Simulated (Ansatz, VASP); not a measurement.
EuO: VASP beside Ansatz

The input INCAR:

```
  PREC = Accurate
  ENCUT = 600
  EDIFF = 1E-6
  ISMEAR = 0
  SIGMA = 0.01
  LREAL = F
  LASPH = T
  NELM = 150
  ALGO = Normal
  ISIF = 3
  LWAVE = F
  LCHARG = F
  ISPIN = 2
  MAGMOM = 7.43 0
  LORBIT = 11
  LMAXMIX = 6
  LDAU = T
  LDAUTYPE = 2
  LDAUL = 3 -1
  LDAUU = 6 0
  LDAUJ = 0 0
  LDAUPRINT = 1
  GGA = PE
  IBRION = 2
  NSW = 100
  EDIFFG = -0.005
```

KPOINTS

```
Automatic mesh
0
Gamma
  12 12 12
```

POSCAR

```
EuO
1.0
    0.0000000000      2.5719519658      2.5719519658
    2.5719519658      0.0000000000      2.5719519658
    2.5719519658      2.5719519658      0.0000000000
Eu O
1 1
Direct
    0.5000000000      0.5000000000      0.5000000000
    0.0000000000      0.0000000000      0.0000000000
```

Input for Ansatz:

```yaml
crystal:
  lattice:
    - [0.0, 2.5719519658, 2.5719519658]
    - [2.5719519658, 0.0, 2.5719519658]
    - [2.5719519658, 2.5719519658, 0.0]
  atoms:
    - { symbol: Eu, position: [0.5, 0.5, 0.5], spin: 7.43 }
    - { symbol: O, position: [0.0, 0.0, 0.0] }
basis:
  ecutwfc: 420
kpoints:
  mp_grid: { grid: [12, 12, 12] }
hamiltonian:
  xc: pbe
  hubbard: { sites: [{ species: Eu, l: f, u_eff: 6.0 }] }
scf:
  occupations: { method: gaussian, width: 0.01 }
  lower_state_search: "off"
output:
  forces: true
  stress: true
  eigenvalues: true
  populations: true
magnetization:
  spin_polarized: true
relax:
  adjacent_minimum: "off"
  f_tol: 0.005
  max_steps: 80
  cell: { stress_tol: 0.05 }
checkpoint:
  read: start.run
  write: ck
  compress: false
  write_wavefunctions: false
  write_every: 100000
```

Alike in both runs: task relaxation of cell and atoms; functional PBE; k mesh 12 × 12 × 12; occupations gaussian, width 0.01 eV; collinear spin; Hubbard terms Eu f U = 6.0 eV.

```csv
,VASP,Ansatz
version,VASP 6.6.1,Ansatz 0.2.0
potentials or method,"VASP PAW PBE potentials, release 64 (Eu, O), cutoff 600 eV","scalar-relativistic, plane waves, PAW"
valence electrons in the cell,23,23
```

Ansatz gave:

* gap on the k mesh at the Fermi level, each at its own relaxed structure (eV): 0.39
* net moment per atom (μB): 3.50
* size of the moment on the site where the two differ most (μB): 6.76
* relaxed volume (Å³/atom): 17.33
* relaxed length of the cell vector where the two differ most in proportion (Å): 3.660

Task: Estimate VASP's values.

Result: gap on the k mesh at the Fermi level, each at its own relaxed structure (eV): 0.04; net moment per atom (μB): 3.50; size of the moment on the site where the two differ most (μB): 6.73; relaxed volume (Å³/atom): 17.26; relaxed length of the cell vector where the two differ most in proportion (Å): 3.655.

Site moments also hang on the region over which each program counts them. The programs project onto different local orbitals, so the same U acts differently, and such runs can settle in different states.

Neither program's run includes spin-orbit coupling.
